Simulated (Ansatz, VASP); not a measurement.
BN in VASP and in Ansatz

```
B N
1.0
    -0.02328    1.72255    1.72255
     1.72255   -0.02328    1.72255
     1.72255    1.72255   -0.02328
B N
1 1
Direct
  0.00000 0.00000 0.00000
  0.50000 0.50000 0.50000
```

Change from the starting cell: shear_111 strain -2.0%.

Alike in both runs: task single point; functional r2SCAN; k mesh 12 × 12 × 12; no spin polarisation.

|  | VASP | Ansatz |
| --- | --- | --- |
| version | VASP 6.6.1 | Ansatz 0.2.0 |
| potentials or method | VASP PAW PBE potentials, release 64 (B, N) | plane waves, PAW |
| plane-wave cutoff (eV) | 520 | 500 |
| occupations | gaussian, width 0.01 eV | fixed |
| valence electrons in the cell | 8 | 8 |

|  | VASP | Ansatz | Ansatz less VASP |
| --- | --- | --- | --- |
| gap on the k mesh at the Fermi level (eV) | 1.37 | 1.38 | +0.010 |
| pressure (GPa) | 9.0 | 8.5 | -0.53 |
| traceless stress, the component that is largest in VASP (GPa) | 9.16 | 9.16 | -0.005 |

VASP's potentials were made for PBE, not for r2SCAN.
